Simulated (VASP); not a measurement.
Wanted: the native input for a VASP 6.6.1 run.

| Quantity | Value |
| --- | --- |
| Task | single point |
| Functional | PBE |
| Potentials or basis | VASP PAW PBE potentials, release 64 (B, N) |
| Cutoff | 520 eV |
| k mesh | 6 × 6 × 2 |
| Occupations | gaussian, width 0.01 eV |
| Spin | no spin polarisation |
| Dipole correction | no |
| Further INCAR settings | ALGO = Normal; EDIFF = 1e-06; NBANDS = 16 |

The structure of BN lies in POSCAR:

```
BN
1.0
    2.4142860784      0.0000000000      0.0000000000
   -1.2071430392      2.0908330759      0.0000000000
    0.0000000000      0.0000000000      6.2985032534
B N
2 2
Direct
    0.3333333333      0.6666666667      0.2500000000
    0.6666666667      0.3333333333      0.7500000000
    0.3333333333      0.6666666667      0.7500000000
    0.6666666667      0.3333333333      0.2500000000
```

This cell differs from its parent crystal: volume changed by -10%.

One way to write it, as run:

INCAR

```
  PREC = Accurate
  ENCUT = 520
  EDIFF = 1E-6
  ISMEAR = 0
  SIGMA = 0.01
  LREAL = False
  LASPH = True
  NELM = 60
  ALGO = Normal
  ISIF = 2
  LWAVE = False
  LCHARG = False
  GGA = PE
  NBANDS = 16
```

KPOINTS

```
Automatic mesh
0
Gamma
  6 6 2
```

Potentials or basis: VASP PAW PBE potentials, release 64 (B, N).

Run with:

```console
$ cat potpaw_PBE.64/B/POTCAR potpaw_PBE.64/N/POTCAR > POTCAR
$ mpirun -np 1 vasp_std > vasp.out
```

Results of the run:

```yaml
Pressure: 37.3 GPa
Band_gap_on_the_k_mesh: 4.37 eV, indirect (least direct gap 4.79 eV)
```

Caveat: the k points lie up to 0.50 Å⁻¹ apart.

Wall time 9.5 s on 1 thread of Intel(R) Xeon(R) Platinum 8259CL CPU @ 2.50GHz (Skylake/Cascade Lake) (shared host), peak memory 0.13 GiB.
